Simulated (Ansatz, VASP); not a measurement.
# One calculation of BAs, two programs

The input INCAR:

```
PREC     = Accurate       # precision mode
ENCUT    = 500            # plane-wave cutoff, eV
EDIFF    = 1E-6           # SCF threshold, eV
ISMEAR   = 0              # smearing method
SIGMA    = 0.01           # smearing width, eV
LREAL    = F              # projectors in reciprocal space
LASPH    = T              # aspherical terms in the spheres
NELM     = 120            # most SCF steps
ALGO     = Normal         # electronic algorithm
ISIF     = 2              # what is computed and relaxed
LWAVE    = F              # write WAVECAR
LCHARG   = F              # write CHGCAR
GGA      = PS             # functional
NBANDS   = 11             # bands
GGA_COMPAT= F
```

File KPOINTS:

```
Automatic mesh
0
Gamma
  8 8 8
```

Contents of POSCAR:

```
BAs
1.0
    0.0000000000      2.3600307209      2.3961773599
    2.3600307209      0.0000000000      2.3961773599
    2.3600307209      2.3600307209      0.0000000000
B As
1 1
Direct
    0.0000000000      0.0000000000      0.0000000000
    0.2500000000      0.2500000000      0.2500000000
```

Input for Ansatz:

```yaml
crystal:
  lattice:
    - [0.0, 2.3600307209, 2.3961773599]
    - [2.3600307209, 0.0, 2.3961773599]
    - [2.3600307209, 2.3600307209, 0.0]
  atoms:
    - { symbol: B, position: [0.0, 0.0, 0.0] }
    - { symbol: As, position: [0.25, 0.25, 0.25] }
basis: {}
kpoints:
  mp_grid: { grid: [8, 8, 8] }
  band_path:
    path:
      - [0.0, 0.0, 0.0]
      - [0.0, 0.0, 0.0]
      - [0.4021489752, 0.4021489752, 0.0]
      - [0.0, 0.4019450704, 0.4019450704]
      - [0.5, 0.5, 0.5]
      - [0.0, 0.0, 0.5]
      - [0.0031871612, 0.0031871612, 0.0063743225]
      - [-0.0031871612, -0.0031871612, -0.0063743225]
      - [0.0031871612, 0.0031871612, 0.0063743225]
      - [-0.0031871612, -0.0031871612, -0.0063743225]
    npoints: 1
hamiltonian:
  xc: pbesol
  pseudopotentials: { kind: all_electron, lapw: {} }
scf:
  occupations: { method: fixed }
  n_extra_bands: 5
output:
  forces: true
  stress: true
  eigenvalues: true
```

Alike in both runs: task single point; functional PBEsol; k mesh 8 × 8 × 8; no spin polarisation.

```csv
,VASP,Ansatz
version,VASP 6.6.1,Ansatz 0.2.0
potentials or method,"VASP PAW PBE potentials, release 64 (B, As), cutoff 500 eV","scalar-relativistic, all-electron LAPW"
occupations,"gaussian, width 0.01 eV",fixed
```

```csv
,VASP,Ansatz,Ansatz less VASP
gap on the k mesh at the Fermi level (eV),0.96,0.97,+0.011
least direct gap on the mesh (eV),3.18,3.19,+0.007
pressure (GPa),3.1,2.1,-0.98
"traceless stress, the component that is largest in VASP (GPa)",-2.15,-2.16,-0.015
```

VASP's potentials were made for PBE, not for PBEsol. Ansatz ran all-electron here, and VASP with PAW potentials.
